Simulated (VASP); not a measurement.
# AlIn (P6/mmm) in VASP: further runs

Aim: see how the results for AlIn move with the level of theory and the settings. Levels: PBE0, HSE06, B3LYP. Tasks: single point.

Everything below comes from runs of VASP 6.6.1. Logs are shortened: lines on timing, memory, paths and dates and some standing lists are left out, and cuts for length are marked.

### Step 1. The cell of the first run

It takes space group P6/mmm (No. 191, hexagonal). The conventional cell has a = 2.990 Å, b = 2.990 Å, c = 5.822 Å, α = 90.00°, β = 90.00°, γ = 120.00°. Within 3.8 Å of Al (site symmetry 6/mmm) lie 2 In at 2.91 Å and 6 Al at 2.99 Å. Within 3.8 Å of In (site symmetry 6/mmm) lie 2 Al at 2.91 Å and 6 In at 2.99 Å.

### Step 2. Single point, PBE0

Contents of POSCAR:

```
AlIn
1.0
    2.9901563778      0.0000028263      0.0000000000
   -1.4950806365      2.5895499713      0.0000000000
    0.0000000000      0.0000000000      5.8218716751
Al In
1 1
Direct
    0.0000000000      0.0000000000      0.0000000000
    0.0000000000      0.0000000000      0.5000000000
```

Contents of INCAR.step1:

```
PREC     = Accurate       # precision mode
ENCUT    = 520            # plane-wave cutoff, eV
EDIFF    = 1E-5           # SCF threshold, eV
ISMEAR   = -1             # smearing method
SIGMA    = 0.05           # smearing width, eV
LREAL    = False          # projectors in reciprocal space
LASPH    = True           # aspherical terms in the spheres
NELM     = 100            # most SCF steps
ALGO     = Normal         # electronic algorithm
ISIF     = 2              # what is computed and relaxed
LWAVE    = True           # write WAVECAR
LCHARG   = False          # write CHGCAR
GGA      = PE             # functional
NBANDS   = 15             # bands
```

Contents of INCAR.step2:

```
PREC     = Accurate       # precision mode
ENCUT    = 520            # plane-wave cutoff, eV
EDIFF    = 1E-7           # SCF threshold, eV
ISMEAR   = -1             # smearing method
SIGMA    = 0.05           # smearing width, eV
LREAL    = False          # projectors in reciprocal space
LASPH    = True           # aspherical terms in the spheres
NELM     = 100            # most SCF steps
ALGO     = Normal         # electronic algorithm
ISIF     = 2              # what is computed and relaxed
LWAVE    = False          # write WAVECAR
LCHARG   = False          # write CHGCAR
GGA      = PE             # functional
LHFCALC  = True           # exact exchange
AEXX     = 0.25           # exact-exchange fraction
PRECFOCK = Normal       
ISTART   = 1            
NBANDS   = 15             # bands
```

Contents of KPOINTS:

```
regular mesh
0
Gamma
  5 5 3
```

Potentials or basis: VASP PAW PBE potentials, release 64 (Al, In_d).

On the command line:

```
cat potpaw_PBE.64/Al/POTCAR potpaw_PBE.64/In_d/POTCAR > POTCAR
cp INCAR.step1 INCAR
mpirun -np 1 vasp_std > vasp.out
cp INCAR.step2 INCAR
mpirun -np 1 vasp_std > vasp.out
```

OUTCAR:

```text
PREC = Accurate
   ENCUT = 520
   EDIFF = 1E-7
   ISMEAR = -1
   LREAL = False
   LASPH = True
   NELM = 100
   ISIF = 2
   GGA = PE
   LHFCALC = True
   AEXX = 0.25
   PRECFOCK = Normal
   ISTART = 1

 ion  position               nearest neighbor table
   1  0.000  0.000  0.000-   2 2.91   2 2.91
   2  0.000  0.000  0.500-   1 2.91   1 2.91

  LATTYP: Found a hexagonal cell.
 ALAT       =     2.9901563778
 C/A-ratio  =     1.9470124433

  Lattice vectors:

 A1 = (   2.9901563778,   0.0000028263,   0.0000000000)
 A2 = (  -1.4950806365,   2.5895499713,   0.0000000000)
 A3 = (   0.0000000000,   0.0000000000,   5.8218716751)

Analysis of symmetry for initial positions (statically):
=====================================================================
 Subroutine PRICEL returns:
 Original cell was already a primitive cell.

 Routine SETGRP: Setting up the symmetry group for a
 hexagonal supercell.

 Subroutine GETGRP returns: Found 24 space group operations
 (whereof 24 operations were pure point group operations)
 out of a pool of 24 trial point group operations.

The static configuration has the point symmetry D_6h.

Analysis of symmetry for dynamics (positions and initial velocities):
=====================================================================
 Subroutine PRICEL returns:
 Original cell was already a primitive cell.

 Routine SETGRP: Setting up the symmetry group for a
 hexagonal supercell.

 Subroutine GETGRP returns: Found 24 space group operations
 (whereof 24 operations were pure point group operations)
 out of a pool of 24 trial point group operations.

The dynamic configuration has the point symmetry D_6h.

 Subroutine INISYM returns: Found 24 space group operations
 (whereof 24 operations are pure point group operations),
 and found     1 'primitive' translations

----------------------------------------------------------------------------------------

                                     Primitive cell

  volume of cell :      45.0797

  direct lattice vectors                    reciprocal lattice vectors
     2.990156378  0.000002826  0.000000000     0.334430487  0.193083953  0.000000000
    -1.495080637  2.589549971  0.000000000    -0.000000365  0.386167274  0.000000000
     0.000000000  0.000000000  5.821871675     0.000000000  0.000000000  0.171766067

  length of vectors
     2.990156378  2.990156378  5.821871675     0.386167274  0.386167274  0.171766067

  position of ions in fractional coordinates (direct lattice)
     0.000000000  0.000000000  0.000000000
     0.000000000  0.000000000  0.500000000

  ion indices of the primitive-cell ions
   primitive index   ion index
                 1           1
                 2           2

----------------------------------------------------------------------------------------

 KPOINTS: regular mesh

Automatic generation of k-mesh.
 Grid dimensions read from file:
 generate k-points for:    5    5    3

 Generating k-lattice:

  Cartesian coordinates                     Fractional coordinates (reciprocal lattice)
     0.066886097  0.038616791  0.000000000     0.200000000  0.000000000  0.000000000
    -0.000000073  0.077233455  0.000000000    -0.000000000  0.200000000  0.000000000
     0.000000000  0.000000000  0.057255356     0.000000000  0.000000000  0.333333333

  Length of vectors
     0.077233455  0.077233455  0.057255356

  Shift w.r.t. Gamma in fractional coordinates (k-lattice)
     0.000000000  0.000000000  0.000000000

 Subroutine IBZKPT returns following result:
 ===========================================

 Found     10 irreducible k-points:

 Following reciprocal coordinates:
            Coordinates               Weight
  0.000000  0.000000  0.000000      1.000000
  0.200000  0.000000  0.000000      6.000000
  0.400000 -0.000000  0.000000      6.000000
  0.200000  0.200000  0.000000      6.000000
  0.400000  0.200000  0.000000      6.000000
  0.000000  0.000000  0.333333      2.000000
  0.200000  0.000000  0.333333     12.000000
  0.400000 -0.000000  0.333333     12.000000
  0.200000  0.200000  0.333333     12.000000
  0.400000  0.200000  0.333333     12.000000
   k-points           NKPTS =     10   k-points in BZ     NKDIM =     75   number of bands    NBANDS=     15
   number of dos      NEDOS =    301   number of ions     NIONS =      2
   total plane-waves  NPLWV =  27648
   dimension x,y,z NGX =    24 NGY =   24 NGZ =   48
   dimension x,y,z NGXF=    48 NGYF=   48 NGZF=   96
   ions per type =               1   1
   NGX,Y,Z   is equivalent  to a cutoff of  13.34, 13.34, 13.71 a.u.
   NGXF,Y,Z  is equivalent  to a cutoff of  26.69, 26.69, 27.41 a.u.
 SYSTEM =  unknown system
   PREC   = accura    normal or accurate (medium, high low for compatibility)
   ISTART =      1    job   : 0-new  1-cont  2-samecut
   ICHARG =      0    charge: 1-file 2-atom 10-const
   ISPIN  =      1    spin polarized calculation?
   LNONCOLLINEAR =      F non collinear calculations
   LSORBIT =      F    spin-orbit coupling
   LASPH  =      T    aspherical Exc in radial PAW
   ENCUT  =  520.0 eV  38.22 Ry    6.18 a.u.   5.56  5.56 10.82*2*pi/ulx,y,z
   NELM   =    100;   NELMIN=  2; NELMDL=  0     # of ELM steps
   EDIFF  = 0.1E-06   stopping-criterion for ELM
   LREAL  =      F    real-space projection
   EDIFFG = 0.1E-05   stopping-criterion for IOM
   NSW    =      0    number of steps for IOM
   IBRION =     -1    ionic relax: 0-MD 1-quasi-New 2-CG
   NFREE  =      0    steps in history (QN), initial steepest desc. (CG)
   ISIF   =      2    stress and relaxation
   ISYM   =      3    0-nonsym 1-usesym 2-fastsym
   POTIM  = 0.5000    time-step for ionic-motion
   TEBEG  =    0.0;   TEEND  =   0.0 temperature during run
   PSTRESS=    0.0 pullay stress
   NELECT =      16.0000    total number of electrons
   NUPDOWN=      -1.0000    fix difference up-down
   EMIN   =  10.00;   EMAX   =-10.00  energy-range for DOS
   EFERMI =   0.00;   METHOD = LEGACY
   ISMEAR =    -1;   SIGMA  =   0.05  broadening in eV -4-tet -1-fermi 0-gaus
   EFERMI_NEDOS =   21; number of points for ismear=-14 and -15
   IALGO  =     38    algorithm
   IMIX   =      1    mixing-type and parameters
     AMIX     =   0.40;   BMIX     =  1.00
     AMIX_MAG =   1.60;   BMIX_MAG =  1.00
  volume/ion in A,a.u.               =      22.54       152.11
  Fermi-wavevector in a.u.,A,eV,Ry     =   1.159101  2.190383 18.279621  1.343514
  Thomas-Fermi vector in A             =   2.295696
   LORBIT       =      0    0 simple, 1 ext, 2 COOP (PROOUT), +10 PAW based schemes
   GGA     = PE    functional components
   LHFCALC =     T    Hartree Fock is set to
   PRECFOCK=normal    Normal, Fast or Accurate (Low or Medium for compatibility)
   ENCUT4O =  -1.0   cutoff for four orbital integrals eV
   NKREDX  =     1    reduce k-point grid by
   NKREDY  =     1    reduce k-point grid by
   NKREDZ  =     1    reduce k-point grid by
   AEXX    =    0.2500 exact exchange contribution
   HFSCREEN=    0.0000 screening length (either q_TF or 0.3 A-1)
   HFSCREENC=   0.0000 screening length for correlation (either q_TF or 0.3 A-1)
   ENCUTFOCK=  -1.0 apply spherical cutoff to Coloumb kernel
   IVDW    =     0    specifies the selected vdW correction
   LEPSILON=     F    determine dielectric tensor
   LRPA    =     F    only Hartree local field effects (RPA)
 non-spin polarized calculation
  energy-cutoff  :      520.00
  volume of cell :       45.08
 maximum number of plane-waves:      1257
 NGX is ok and might be reduce to    24
  NGX = 18; NGY = 18; NGZ = 36

 number of electron      15.9999993 magnetization

 Free energy of the ion-electron system (eV)
  ---------------------------------------------------
  ext. energy  EPLUGINS =         0.00000000
  ---------------------------------------------------
  free energy    TOTEN  =        -7.31281986 eV

  energy without entropy =       -7.31281847  energy(sigma->0) =       -7.31281917

 E-fermi :   6.7384     XC(G=0):  -7.9063

 val. band max:        6.1064549673   @ k =   0.2000   0.0000   0.3333
 cond. band min:       7.3359782446   @ k =   0.4000   0.2000   0.0000
 fundamental gap:      1.2295232773
 Fermi energy:         6.7383936318

 k-point     1 :       0.0000    0.0000    0.0000
  band No.  band energies     occupation
      1     -10.5206      2.00000
      2     -10.3493      2.00000
      3     -10.3493      2.00000
      4      -9.8712      2.00000
      5      -9.8712      2.00000
      6      -4.6993      2.00000
      7      -0.1447      2.00000
      8       1.7085      2.00000
      9      15.3625      0.00000
     10      17.2581      0.00000
     11      19.1915      0.00000
     12      19.1915      0.00000
     13      20.6136      0.00000
     14      20.6136      0.00000
     15      21.3577      0.00000

 k-point     2 :       0.2000    0.0000    0.0000
  band No.  band energies     occupation
      1     -10.4998      2.00000
      2     -10.2696      2.00000
      3     -10.1242      2.00000
      4     -10.0308      2.00000
      5      -9.9027      2.00000
      6      -3.6445      2.00000
      7       0.8612      2.00000
      8       2.8376      2.00000
      9      12.6916      0.00000
     10      16.4023      0.00000
     11      16.4511      0.00000
     12      16.7838      0.00000
     13      17.5889      0.00000
     14      18.4025      0.00000
     15      19.7139      0.00000

 k-point     3 :       0.4000   -0.0000    0.0000
  band No.  band energies     occupation
      1     -10.6784      2.00000
      2     -10.2698      2.00000
      3      -9.9619      2.00000
      4      -9.9534      2.00000
      5      -9.7413      2.00000
      6      -0.3697      2.00000
      7       4.0112      2.00000
      8       5.1240      2.00000
      9       5.8627      2.00000
     10      10.0581      0.00000
     11      12.5189      0.00000
     12      14.5940      0.00000
     13      16.5011      0.00000
     14      17.9973      0.00000
     15      19.0867      0.00000
[... 91 lines left out ...]
 k-point     9 :       0.2000    0.2000    0.3333
  band No.  band energies     occupation
      1     -10.4268      2.00000
      2     -10.2268      2.00000
      3     -10.1871      2.00000
      4      -9.9855      2.00000
      5      -9.8366      2.00000
      6      -0.9316      2.00000
      7       0.9126      2.00000
      8       8.4652      0.00000
      9       9.9587      0.00000
     10      10.6648      0.00000
     11      12.2220      0.00000
     12      12.6148      0.00000
     13      14.0208      0.00000
     14      18.0999      0.00000
     15      19.1188      0.00000

 k-point    10 :       0.4000    0.2000    0.3333
  band No.  band energies     occupation
      1     -10.4451      2.00000
      2     -10.2540      2.00000
      3     -10.0598      2.00000
      4      -9.9357      2.00000
      5      -9.8803      2.00000
      6       3.1929      2.00000
      7       3.8358      2.00000
      8       4.9065      2.00000
      9       5.4275      2.00000
     10       9.3895      0.00000
     11      10.8177      0.00000
     12      12.8038      0.00000
     13      13.7963      0.00000
     14      17.0331      0.00000
     15      17.8019      0.00000

------------------------ aborting loop because EDIFF is reached ----------------------------------------

  FORCE on cell =-STRESS in cart. coord.  units (eV):
  Direction    XX          YY          ZZ          XY          YZ          ZX
  --------------------------------------------------------------------------------------
  -------------------------------------------------------------------------------------
  Total       -0.0368694     -0.0368694     -0.0891542     -0.0000000      0.0000000      0.0000000
  in kB       -1.3103738     -1.3103738     -3.1686279     -0.0000000      0.0000000      0.0000000
  external PRESSURE =      -1.9297918 kB  Pullay stress =       0.0000000 kB

 VOLUME and BASIS-vectors are now :
 -----------------------------------------------------------------------------
  energy-cutoff  :      520.00
  volume of cell :       45.08
      direct lattice vectors                 reciprocal lattice vectors
     2.990156378  0.000002826  0.000000000     0.334430487  0.193083953  0.000000000
    -1.495080637  2.589549971  0.000000000    -0.000000365  0.386167274  0.000000000
     0.000000000  0.000000000  5.821871675     0.000000000  0.000000000  0.171766067

 POSITION                                       TOTAL-FORCE (eV/Angst)
 -----------------------------------------------------------------------------------
      0.00000      0.00000      0.00000        -0.000000      0.000000      0.000000
      0.00000      0.00000      2.91094         0.000000      0.000000      0.000000
 -----------------------------------------------------------------------------------
    total drift:                               -0.000000      0.000000      0.000000

  FREE ENERGIE OF THE ION-ELECTRON SYSTEM (eV)
  ---------------------------------------------------
  free  energy   TOTEN  =        -7.3128198626 eV

  energy  without entropy=       -7.3128184731  energy(sigma->0) =       -7.31281917
```

It took 11 min on 1 thread of AMD EPYC 7R43 (Zen 3), shared host; peak memory 0.14 GiB.

Results:

```yaml
Free_energy: -7.3128 eV
Pressure: -0.2 GPa
Band_gap_on_the_k_mesh: zero (bands 8 and 9 overlap by 3.04 eV)
```

Levels at points of the mesh, in eV from the Fermi level:
| k point | band 4 | band 5 | band 6 | band 7 | band 8 | band 9 | band 10 | band 11 | band 12 | band 13 |
| --- | --- | --- | --- | --- | --- | --- | --- | --- | --- | --- |
| (0.00, 0.00, 0.00) | -16.61 | -16.61 | -11.44 | -6.88 | -5.03 | 8.62 | 10.52 | 12.45 | 12.45 | 13.88 |

Caveat: the k points lie up to 0.49 Å⁻¹ apart, too coarse for converged energies and pressures of a metal; the PAW data sets were made with another functional, which shifts forces and pressure a little; spin-orbit coupling is left out, which moves the levels of the heavy elements.

(Continued in part 2 of 2.)
